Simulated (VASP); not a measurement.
Set up this calculation in VASP 6.6.1, as the native input.

- Task: single point
- Functional: PBEsol
- Potentials or basis: VASP PAW PBE potentials, release 64 (Ba_sv, Sb, Mg, F)
- Cutoff: 520 eV
- k mesh: 6 × 6 × 4
- Occupations: gaussian, width 0.02 eV
- Spin: no spin polarisation
- Dipole correction: no
- Further INCAR settings: ALGO = Normal; EDIFF = 1e-07; NBANDS = 34

The structure of BaMgSbF lies in POSCAR:

```
BaMgSbF
1.0
    4.5615182172      0.0000000000      0.0000000000
    0.0000000000      4.5615182172      0.0000000000
    0.0000000000      0.0000000000      9.6885989850
Ba Sb Mg F
2 2 2 2
Direct
    0.5000000000      0.0000000000      0.1390022029
    0.0000000000      0.5000000000      0.8609977971
    0.5000000000      0.0000000000      0.6800708596
    0.0000000000      0.5000000000      0.3199291404
    0.5000000000      0.5000000000      0.5000000000
    0.0000000000      0.0000000000      0.5000000000
    0.5000000000      0.5000000000      0.0000000000
    0.0000000000      0.0000000000      0.0000000000
```

One way to write it, as run:

INCAR

```
SYSTEM = BaMgSbF
PREC = Accurate ; ENCUT = 520
EDIFF = 1E-7 ; ISMEAR = 0
SIGMA = 0.02 ; LREAL = .False.
LASPH = .True. ; NELM = 80
ALGO = Normal ; ISIF = 2
LWAVE = .False. ; LCHARG = .False.
GGA = PS ; NBANDS = 34
```

KPOINTS

```
regular mesh
0
Gamma
  6 6 4
  0 0 0
```

Potentials or basis: VASP PAW PBE potentials, release 64 (Ba_sv, Sb, Mg, F).

Run with:

```console
$ cat potpaw_PBE.64/Ba_sv/POTCAR potpaw_PBE.64/Sb/POTCAR potpaw_PBE.64/Mg/POTCAR potpaw_PBE.64/F/POTCAR > POTCAR
$ mpirun -np 1 vasp_std > vasp.out
```

It gave:

The pressure is 0.6 GPa, the largest force is 0.121 eV/Å and the band gap on the k mesh is 1.13 eV.

Caveat: the PAW data sets were made with another functional, which shifts forces and pressure a little; spin-orbit coupling is left out, which moves the levels of the heavy elements.

Wall time 110 s on 1 thread of AMD EPYC 9R45 96-Core Processor (Zen 5), with other jobs on the host, peak memory 0.4 GiB.
